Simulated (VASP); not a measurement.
The system is Ba.

```
Ba
1.0
     3.91772    0.00000    0.00000
     0.00000    3.91772    0.00000
     0.00000    0.00000    3.91772
Ba
1
Direct
  0.00000 0.00000 0.00000
```

| Quantity | Value |
| --- | --- |
| Program | VASP 6.6.1 |
| Task | relaxation of cell and atoms |
| Functional | LDA |
| Potentials or basis | VASP PAW LDA potentials, release 64 (Ba_sv) |
| Cutoff | 600 eV |
| k mesh | 7 × 7 × 7 |
| Occupations | fermi-dirac, width 0.05 eV |
| Spin | no spin polarisation |

At the start: pressure -1.0 GPa; volume 60.13 Å³/atom.

Problem. Where does the relaxation end?

Solution. Over 4 steps the energy falls by 26.6 meV/atom and the volume is 51.91 Å³/atom (-13.7 %); space group Pm-3m (No. 221, to 0.05 Å).

The path:
| step | energy change (eV) | largest force (eV/Å) | pressure (GPa) | volume (Å³) |
| --- | --- | --- | --- | --- |
| 1 | 0.0000 | 0.0000 | -1.01 | 60.13 |
| 2 | -0.0166 | 0.0000 | -0.62 | 56.89 |
| 3 | -0.0257 | 0.0000 | -0.19 | 53.30 |
| 4 | -0.0266 | 0.0000 | 0.00 | 51.91 |

Final structure:
```
CELL_PARAMETERS angstrom
3.73036 0.00000 0.00000
0.00000 3.73036 0.00000
0.00000 0.00000 3.73036
ATOMIC_POSITIONS crystal
Ba 0.00000 0.00000 0.00000
```
